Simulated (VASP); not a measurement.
Input of a VASP 6.6.1 run:

File INCAR:

```
SYSTEM = GaN
ALGO = Normal
EDIFF = 1E-8
ENCUT = 520
GGA = PE
IBRION = 8
ISIF = 2
ISMEAR = 0
LASPH = .TRUE.
LCHARG = .FALSE.
LEPSILON = .TRUE.
LREAL = .FALSE.
LWAVE = .FALSE.
NELM = 80
NSW = 1
PREC = Accurate
SIGMA = 0.01
```

KPOINTS

```
k-points
0
G
  9 9 5
  0 0 0
```

Contents of POSCAR:

```
GaN
1.0
    3.2186213459      0.0000000000      0.0000000000
   -1.6093106730      2.7874078507      0.0000000000
    0.0000000000      0.0000000000      5.2435339944
Ga N
2 2
Direct
    0.6666666667      0.3333333333      0.4991368659
    0.3333333333      0.6666666667      0.9991368659
    0.6666666667      0.3333333333      0.8758631341
    0.3333333333      0.6666666667      0.3758631341
```

Potentials or basis: VASP PAW PBE potentials, release 64 (Ga_d, N).

Command:

```bash
$ cat potpaw_PBE.64/Ga_d/POTCAR potpaw_PBE.64/N/POTCAR > POTCAR
$ mpirun -np 1 vasp_std > vasp.out
```

Problem. What does it give for the electronic dielectric tensor (diagonal)?

Solution. 6.02, 6.02, 6.22.

Problem. Predict the Born charges (mean of the diagonal).

Solution. Ga +2.68; N -2.68 e.

Problem. Estimate the highest phonon frequency at Γ, LO-TO splitting left out.

Solution. 654 cm⁻¹.

Born effective charge tensors (e):
atom 1, Ga
```
2.63 0.00 0.00
0.00 2.63 0.00
0.00 0.00 2.78
```
atom 2, Ga
```
2.63 0.00 0.00
0.00 2.63 0.00
0.00 0.00 2.78
```
atom 3, N
```
-2.63  0.00  0.00
 0.00 -2.63  0.00
 0.00  0.00 -2.78
```
atom 4, N
```
-2.63  0.00  0.00
 0.00 -2.63  0.00
 0.00  0.00 -2.78
```
